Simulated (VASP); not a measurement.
Input of a VASP 6.6.1 run:

The input INCAR:

```
PREC = Accurate ; ENCUT = 520
EDIFF = 1E-7 ; ISMEAR = -1
SIGMA = 0.1 ; LREAL = False
LASPH = True ; NELM = 60
ALGO = Normal ; ISIF = 2
LWAVE = False ; LCHARG = False
GGA = RE ; NBANDS = 12
```

The input KPOINTS:

```
Automatic mesh
0
Gamma
  21 21 21
```

File POSCAR:

```
Au
1.0
    0.0000000000      2.1733179111      2.1733179111
    2.1733179111      0.0000000000      2.1733179111
    2.1733179111      2.1733179111      0.0000000000
Au
1
Direct
    0.0000000000      0.0000000000      0.0000000000
```

Potentials or basis: VASP PAW PBE potentials, release 64 (Au).

The run is started by

```console
$ cat potpaw_PBE.64/Au/POTCAR > POTCAR
$ mpirun -np 1 vasp_std > vasp.out
```

(1) Estimate the pressure.

## Answers

(1) -10.1 GPa.

Caveat: the PAW data sets were made with another functional, which shifts forces and pressure a little.
